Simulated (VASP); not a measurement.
# Zn24O23F (a cell with a defect) in VASP: single point with PBE

Aim: the single point of Zn24O23F (a cell with a defect) with PBE.

Everything below comes from runs of VASP 6.6.1. Logs are shortened: lines on timing, memory, paths and dates and some standing lists are left out, and cuts for length are marked.

## (1) The cell of the first run

The cell holds a defect, 48 atoms: a = 6.499 Å, b = 9.748 Å, c = 10.411 Å, α = 90.00°, β = 90.00°, γ = 120.00°.

## (2) Single point, PBE

The input, INCAR:

```
PREC = Accurate ; ENCUT = 520
EDIFF = 1E-7 ; ISMEAR = -1
SIGMA = 0.01 ; LREAL = Auto
LASPH = T ; NELM = 100
ALGO = Normal ; ISIF = 2
LWAVE = F ; LCHARG = F
GGA = PE ; NBANDS = 246
NELECT = 432.0
```

The input, KPOINTS:

```
regular mesh
0
Gamma
  3 2 2
```

The input, POSCAR:

```
Zn24O23F
1.0
    6.4986160000      0.0000000000      0.0000000000
   -4.8739620000      8.4419498181      0.0000000000
    0.0000000000      0.0000000000     10.4114180000
Zn F O
24 1 23
Direct
    0.1666666666      0.2222222222      0.2500000000
    0.1666666666      0.2222222222      0.7500000000
    0.1666666666      0.5555555556      0.2500000000
    0.1666666666      0.5555555556      0.7500000000
    0.1666666666      0.8888888889      0.2500000000
    0.1666666666      0.8888888889      0.7500000000
    0.6666666666      0.2222222222      0.2500000000
    0.6666666666      0.2222222222      0.7500000000
    0.6666666666      0.5555555556      0.2500000000
    0.6666666666      0.5555555556      0.7500000000
    0.6666666666      0.8888888889      0.2500000000
    0.6666666666      0.8888888889      0.7500000000
    0.3333333334      0.1111111111      0.0000000000
    0.3333333334      0.1111111111      0.5000000000
    0.3333333334      0.4444444444      0.0000000000
    0.3333333334      0.4444444444      0.5000000000
    0.3333333334      0.7777777778      0.0000000000
    0.3333333334      0.7777777778      0.5000000000
    0.8333333334      0.1111111111      0.0000000000
    0.8333333334      0.1111111111      0.5000000000
    0.8333333334      0.4444444444      0.0000000000
    0.8333333334      0.4444444444      0.5000000000
    0.8333333334      0.7777777778      0.0000000000
    0.8333333334      0.7777777778      0.5000000000
    0.3333333334      0.1111111111      0.1895050000
    0.3333333334      0.1111111111      0.6895050000
    0.3333333334      0.4444444444      0.1895050000
    0.3333333334      0.4444444444      0.6895050000
    0.3333333334      0.7777777778      0.1895050000
    0.3333333334      0.7777777778      0.6895050000
    0.8333333334      0.1111111111      0.1895050000
    0.8333333334      0.1111111111      0.6895050000
    0.8333333334      0.4444444444      0.1895050000
    0.8333333334      0.4444444444      0.6895050000
    0.8333333334      0.7777777778      0.1895050000
    0.8333333334      0.7777777778      0.6895050000
    0.1666666666      0.2222222222      0.4395050000
    0.1666666666      0.2222222222      0.9395050000
    0.1666666666      0.5555555556      0.4395050000
    0.1666666666      0.5555555556      0.9395050000
    0.1666666666      0.8888888889      0.4395050000
    0.1666666666      0.8888888889      0.9395050000
    0.6666666666      0.2222222222      0.4395050000
    0.6666666666      0.2222222222      0.9395050000
    0.6666666666      0.5555555556      0.4395050000
    0.6666666666      0.5555555556      0.9395050000
    0.6666666666      0.8888888889      0.4395050000
    0.6666666666      0.8888888889      0.9395050000
```

Potentials or basis: VASP PAW PBE potentials, release 64 (Zn, F, O).

Run with:

```
cat potpaw_PBE.64/Zn/POTCAR potpaw_PBE.64/F/POTCAR potpaw_PBE.64/O/POTCAR > POTCAR
mpirun -np 1 vasp_std > vasp.out
```

OUTCAR:

```text
PREC = Accurate
   ENCUT = 520
   EDIFF = 1E-7
   ISMEAR = -1
   LREAL = Auto
   LASPH = T
   NELM = 100
   ISIF = 2
   GGA = PE
   NELECT = 432.0

 ion  position               nearest neighbor table
   1  0.167  0.222  0.250-  37 1.97  31 1.98  27 1.98  25 1.98
   2  0.167  0.222  0.750-  38 1.97  32 1.98  28 1.98  26 1.98
   3  0.167  0.556  0.250-  39 1.97  33 1.98  29 1.98  27 1.98
   4  0.167  0.556  0.750-  40 1.97  34 1.98  30 1.98  28 1.98
   5  0.167  0.889  0.250-  41 1.97  35 1.98  25 1.98  29 1.98
   6  0.167  0.889  0.750-  42 1.97  36 1.98  26 1.98  30 1.98
[... 40 lines left out ...]
  47  0.667  0.889  0.440-  11 1.97  18 1.98  20 1.98  24 1.98
  48  0.667  0.889  0.940-  12 1.97  17 1.98  19 1.98  23 1.98

  LATTYP: Found a simple monoclinic cell.
 ALAT       =     6.4986160000
 B/A-ratio  =     1.6020977390
 C/A-ratio  =     1.3228756555
 COS(beta)  =    -0.1889822365

  Lattice vectors:

 A1 = (   6.4986160000,   0.0000000000,   0.0000000000)
 A2 = (   0.0000000000,   0.0000000000,  10.4114180000)
 A3 = (  -1.6246540000,  -8.4419498181,   0.0000000000)

Analysis of symmetry for initial positions (statically):
=====================================================================
 Subroutine PRICEL returns:
 Original cell was already a primitive cell.

 Routine SETGRP: Setting up the symmetry group for a
 simple monoclinic supercell.

 Subroutine GETGRP returns: Found  1 space group operations
 (whereof  1 operations were pure point group operations)
 out of a pool of  4 trial point group operations.

The static configuration has the point symmetry C_1 .

Analysis of symmetry for dynamics (positions and initial velocities):
=====================================================================
 Subroutine PRICEL returns:
 Original cell was already a primitive cell.

 Routine SETGRP: Setting up the symmetry group for a
 simple monoclinic supercell.

 Subroutine GETGRP returns: Found  1 space group operations
 (whereof  1 operations were pure point group operations)
 out of a pool of  4 trial point group operations.

The dynamic configuration has the point symmetry C_1 .

 Subroutine INISYM returns: Found  1 space group operations
 (whereof  1 operations are pure point group operations),
 and found     1 'primitive' translations

----------------------------------------------------------------------------------------

                                     Primitive cell

  volume of cell :     571.1807

  direct lattice vectors                    reciprocal lattice vectors
     6.498616000  0.000000000  0.000000000     0.153878918  0.088842035  0.000000000
    -4.873962000  8.441949818  0.000000000     0.000000000  0.118456046  0.000000000
     0.000000000  0.000000000 10.411418000     0.000000000  0.000000000  0.096048396

  length of vectors
     6.498616000  9.747924000 10.411418000     0.177684070  0.118456046  0.096048396

  position of ions in fractional coordinates (direct lattice)
     0.166666667  0.222222222  0.250000000
     0.166666667  0.222222222  0.750000000
     0.166666667  0.555555556  0.250000000
     0.166666667  0.555555556  0.750000000
     0.166666667  0.888888889  0.250000000
     0.166666667  0.888888889  0.750000000
[... 40 lines left out ...]
     0.666666667  0.888888889  0.439505000
     0.666666667  0.888888889  0.939505000

  ion indices of the primitive-cell ions
   primitive index   ion index
                 1           1
                 2           2
                 3           3
[... 60 lines left out ...]

  Length of vectors
     0.059228023  0.059228023  0.048024198

  Shift w.r.t. Gamma in fractional coordinates (k-lattice)
     0.000000000  0.000000000  0.000000000

 -----------------------------------------------------------------------------
|                                                                             |
|           W    W    AA    RRRRR   N    N  II  N    N   GGGG   !!!           |
|           W    W   A  A   R    R  NN   N  II  NN   N  G    G  !!!           |
|           W    W  A    A  R    R  N N  N  II  N N  N  G       !!!           |
|           W WW W  AAAAAA  RRRRR   N  N N  II  N  N N  G  GGG   !            |
|           WW  WW  A    A  R   R   N   NN  II  N   NN  G    G                |
|           W    W  A    A  R    R  N    N  II  N    N   GGGG   !!!           |
|                                                                             |
|     Your reciprocal lattice and k-lattice belong to different lattice       |
|     classes:                                                                |
|                                                                             |
|        The reciprocal lattice is simple monoclinic,                         |
|        whereas your k-lattice is hexagonal.                                 |
|                                                                             |
|     Results are often still useful ...                                      |
|                                                                             |
 -----------------------------------------------------------------------------

 Subroutine IBZKPT returns following result:
 ===========================================

 Found      8 irreducible k-points:

 Following reciprocal coordinates:
            Coordinates               Weight
  0.000000  0.000000  0.000000      1.000000
  0.333333  0.000000  0.000000      2.000000
  0.000000  0.500000  0.000000      1.000000
  0.333333  0.500000  0.000000      2.000000
  0.000000  0.000000  0.500000      1.000000
  0.333333  0.000000  0.500000      2.000000
  0.000000  0.500000  0.500000      1.000000
  0.333333  0.500000  0.500000      2.000000
   k-points           NKPTS =      8   k-points in BZ     NKDIM =      8   number of bands    NBANDS=    246
   number of dos      NEDOS =    301   number of ions     NIONS =     48
   total plane-waves  NPLWV = 276480
   dimension x,y,z NGX =    48 NGY =   72 NGZ =   80
   dimension x,y,z NGXF=    96 NGYF=  144 NGZF=  160
   ions per type =              24   1  23
   NGX,Y,Z   is equivalent  to a cutoff of  12.28, 12.28, 12.77 a.u.
   NGXF,Y,Z  is equivalent  to a cutoff of  24.56, 24.56, 25.55 a.u.
 SYSTEM =  unknown system
   PREC   = accura    normal or accurate (medium, high low for compatibility)
   ISTART =      0    job   : 0-new  1-cont  2-samecut
   ICHARG =      2    charge: 1-file 2-atom 10-const
   ISPIN  =      1    spin polarized calculation?
   LNONCOLLINEAR =      F non collinear calculations
   LSORBIT =      F    spin-orbit coupling
   LASPH  =      T    aspherical Exc in radial PAW
   ENCUT  =  520.0 eV  38.22 Ry    6.18 a.u.  12.08 18.12 19.36*2*pi/ulx,y,z
   NELM   =    100;   NELMIN=  2; NELMDL= -5     # of ELM steps
   EDIFF  = 0.1E-06   stopping-criterion for ELM
   LREAL  =      T    real-space projection
   EDIFFG = 0.1E-05   stopping-criterion for IOM
   NSW    =      0    number of steps for IOM
   IBRION =     -1    ionic relax: 0-MD 1-quasi-New 2-CG
   NFREE  =      0    steps in history (QN), initial steepest desc. (CG)
   ISIF   =      2    stress and relaxation
   ISYM   =      2    0-nonsym 1-usesym 2-fastsym
   POTIM  = 0.5000    time-step for ionic-motion
   TEBEG  =    0.0;   TEEND  =   0.0 temperature during run
   PSTRESS=    0.0 pullay stress
   NELECT =     432.0000    total number of electrons
   NUPDOWN=      -1.0000    fix difference up-down
   EMIN   =  10.00;   EMAX   =-10.00  energy-range for DOS
   EFERMI =   0.00;   METHOD = LEGACY
   ISMEAR =    -1;   SIGMA  =   0.01  broadening in eV -4-tet -1-fermi 0-gaus
   EFERMI_NEDOS =   21; number of points for ismear=-14 and -15
   IALGO  =     38    algorithm
   IMIX   =      4    mixing-type and parameters
     AMIX     =   0.40;   BMIX     =  1.00
     AMIX_MAG =   1.60;   BMIX_MAG =  1.00
  volume/ion in A,a.u.               =      11.90        80.30
  Fermi-wavevector in a.u.,A,eV,Ry     =   1.491574  2.818667 30.270160  2.224794
  Thomas-Fermi vector in A             =   2.604212
   LORBIT       =      0    0 simple, 1 ext, 2 COOP (PROOUT), +10 PAW based schemes
   GGA     = PE    functional components
   LHFCALC =     F    Hartree Fock is set to
   AEXX    =    0.0000 exact exchange contribution
   IVDW    =     0    specifies the selected vdW correction
   LEPSILON=     F    determine dielectric tensor
   LRPA    =     F    only Hartree local field effects (RPA)
 non-spin polarized calculation
  energy-cutoff  :      520.00
  volume of cell :      571.18
 maximum number of plane-waves:     15404
   NGX = 25   NGY = 37   NGZ = 39

 number of electron     432.0000210 magnetization

 Free energy of the ion-electron system (eV)
  ---------------------------------------------------
  ext. energy  EPLUGINS =         0.00000000
  ---------------------------------------------------
  free energy    TOTEN  =      -212.69932302 eV

  energy without entropy =     -212.69932302  energy(sigma->0) =     -212.69932302

 E-fermi :   1.5610     XC(G=0): -10.8807

 val. band max:        1.3261923332   @ k =   0.0000   0.0000   0.0000
 cond. band min:       1.8129305098   @ k =   0.0000   0.0000   0.0000
 fundamental gap:      0.4867381766
 Fermi energy:         1.5609559346

 k-point     1 :       0.0000    0.0000    0.0000
  band No.  band energies     occupation
      1     -24.9117      2.00000
      2     -16.8732      2.00000
      3     -16.5539      2.00000
      4     -16.5224      2.00000
      5     -16.4953      2.00000
      6     -16.4490      2.00000
[... 1837 lines left out ...]
    227       6.9140      0.00000
    228       7.1245      0.00000
 [bands above 228 left out]

------------------------ aborting loop because EDIFF is reached ----------------------------------------

  FORCE on cell =-STRESS in cart. coord.  units (eV):
  Direction    XX          YY          ZZ          XY          YZ          ZX
  --------------------------------------------------------------------------------------
  -------------------------------------------------------------------------------------
  Total       14.2083368     13.9659960     19.7528484     -0.0064939     -0.0092898      0.0001327
  in kB       39.8547695     39.1749968     55.4072745     -0.0182156     -0.0260581      0.0003723
  external PRESSURE =      44.8123469 kB  Pullay stress =       0.0000000 kB

 VOLUME and BASIS-vectors are now :
 -----------------------------------------------------------------------------
  energy-cutoff  :      520.00
  volume of cell :      571.18
      direct lattice vectors                 reciprocal lattice vectors
     6.498616000  0.000000000  0.000000000     0.153878918  0.088842035  0.000000000
    -4.873962000  8.441949818  0.000000000     0.000000000  0.118456046  0.000000000
     0.000000000  0.000000000 10.411418000     0.000000000  0.000000000  0.096048396

 POSITION                                       TOTAL-FORCE (eV/Angst)
 -----------------------------------------------------------------------------------
     -0.00000      1.87599      2.60285        -1.774170      1.197695      0.795435
     -0.00000      1.87599      7.80856         0.006807      0.038659     -0.304123
     -1.62465      4.68997      2.60285        -0.011515     -0.000541      0.166882
     -1.62465      4.68997      7.80856         0.003812      0.010070     -0.151082
     -3.24931      7.50396      2.60285        -0.009254     -2.229946      0.756784
     -3.24931      7.50396      7.80856         0.000236     -0.042454     -0.289130
[... 40 lines left out ...]
     -0.00000      7.50396      4.57587        -0.001191      0.091622     -0.106134
     -0.00000      7.50396      9.78158        -0.001498      0.091386      0.246533
 -----------------------------------------------------------------------------------
    total drift:                               -0.000000      0.000007     -0.171954

  FREE ENERGIE OF THE ION-ELECTRON SYSTEM (eV)
  ---------------------------------------------------
  free  energy   TOTEN  =      -212.6993230250 eV

  energy  without entropy=     -212.6993230250  energy(sigma->0) =     -212.69932302
```

Run time: 33 min. Hardware: 1 thread of Intel Xeon 6975P-C (Granite Rapids), shared host; peak memory 1 GiB.

Results:

- Free energy: -212.6993 eV
- Largest force: 2.501 eV/Å

Forces on the atoms (eV/Å):
```
Zn  -1.774  1.198  0.795
Zn   0.007  0.039 -0.304
Zn  -0.012 -0.001  0.167
Zn   0.004  0.010 -0.151
Zn  -0.009 -2.230  0.757
Zn   0.000 -0.042 -0.289
Zn   1.774  1.206  0.793
Zn  -0.007  0.038 -0.303
Zn   0.011  0.067  0.157
Zn  -0.004  0.007 -0.148
Zn   0.009 -0.231  0.180
Zn   0.000 -0.052 -0.160
Zn   0.001 -0.026 -2.500
Zn   0.001 -0.026  0.376
Zn  -0.028  0.239 -0.317
Zn   0.007  0.196  0.103
Zn   0.135 -0.152 -0.314
Zn   0.119 -0.096  0.103
Zn  -0.001 -0.142 -0.427
Zn  -0.001 -0.164  0.152
Zn   0.028  0.235 -0.309
Zn  -0.007  0.190  0.102
Zn  -0.135 -0.155 -0.304
Zn  -0.119 -0.099  0.100
F   -0.001  0.026  0.110
O    0.000  0.010  0.059
O    0.203 -0.479  0.107
O   -0.004 -0.085  0.059
O   -0.266  0.417  0.110
O   -0.046  0.045  0.060
O    0.001  0.087  0.113
O    0.000  0.070  0.055
O   -0.204 -0.511  0.105
O    0.004 -0.085  0.059
O    0.268  0.457  0.108
O    0.046  0.044  0.060
O    0.211 -0.177 -0.551
O    0.284 -0.224  0.655
O   -0.012 -0.031 -0.099
O   -0.010 -0.028  0.240
O    0.001  0.319 -0.521
O    0.001  0.410  0.629
O   -0.211 -0.180 -0.549
O   -0.284 -0.227  0.653
O    0.012 -0.028 -0.089
O    0.010 -0.020  0.231
O   -0.001  0.092 -0.106
O   -0.001  0.091  0.247
```

Caveat: the cell carries a net charge on a neutralising background, which shifts energy and pressure; the cell is charged against a uniform background, so pressure and absolute levels hang on convention.
